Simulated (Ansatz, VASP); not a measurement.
BN: VASP beside Ansatz

INCAR

```
ALGO = Normal
EDIFF = 1E-6
ENCUT = 520
GGA = PE
ISIF = 2
ISMEAR = 0
LASPH = True
LCHARG = False
LREAL = False
LWAVE = False
NBANDS = 16
NELM = 80
PREC = Accurate
SIGMA = 0.02
```

File KPOINTS:

```
k-points
0
Gamma
  12 12 4
```

POSCAR

```
BN
1.0
    2.5253507535      0.0000000000      0.0000000000
   -1.2626753768      2.1870179060      0.0000000000
    0.0000000000      0.0000000000      6.3183480360
B N
2 2
Direct
    0.3333333333      0.6666666667      0.2500000000
    0.6666666667      0.3333333333      0.7500000000
    0.3333333333      0.6666666667      0.7500000000
    0.6666666667      0.3333333333      0.2500000000
```

Input for Ansatz:

```yaml
crystal:
  lattice:
    - [2.5253507535, 0.0, 0.0]
    - [-1.2626753768, 2.187017906, 0.0]
    - [0.0, 0.0, 6.318348036]
  atoms:
    - { symbol: B, position: [0.3333333333, 0.6666666667, 0.25] }
    - { symbol: B, position: [0.6666666667, 0.3333333333, 0.75] }
    - { symbol: "N", position: [0.3333333333, 0.6666666667, 0.75] }
    - { symbol: "N", position: [0.6666666667, 0.3333333333, 0.25] }
basis:
  ecutwfc: 420
kpoints:
  mp_grid: { grid: [12, 12, 4] }
hamiltonian:
  xc: pbe
scf:
  occupations: { method: gaussian, width: 0.02 }
output:
  forces: true
  stress: true
  eigenvalues: true
  populations: true
```

Alike in both runs: task single point; functional PBE; k mesh 12 × 12 × 4; occupations gaussian, width 0.02 eV; no spin polarisation.

|  | VASP | Ansatz |
| --- | --- | --- |
| version | VASP 6.6.1 | Ansatz 0.2.0 |
| potentials or method | VASP PAW PBE potentials, release 64 (B, N), cutoff 520 eV | scalar-relativistic, plane waves, PAW |
| valence electrons in the cell | 16 | 16 |

```csv
,VASP,Ansatz,Ansatz less VASP
gap on the k mesh at the Fermi level (eV),4.12,4.13,+0.007
least direct gap on the mesh (eV),4.46,4.47,+0.007
pressure (GPa),-2.0,-2.0,-0.08
"traceless stress, the component that is largest in VASP (GPa)",6.79,7.00,+0.206
```
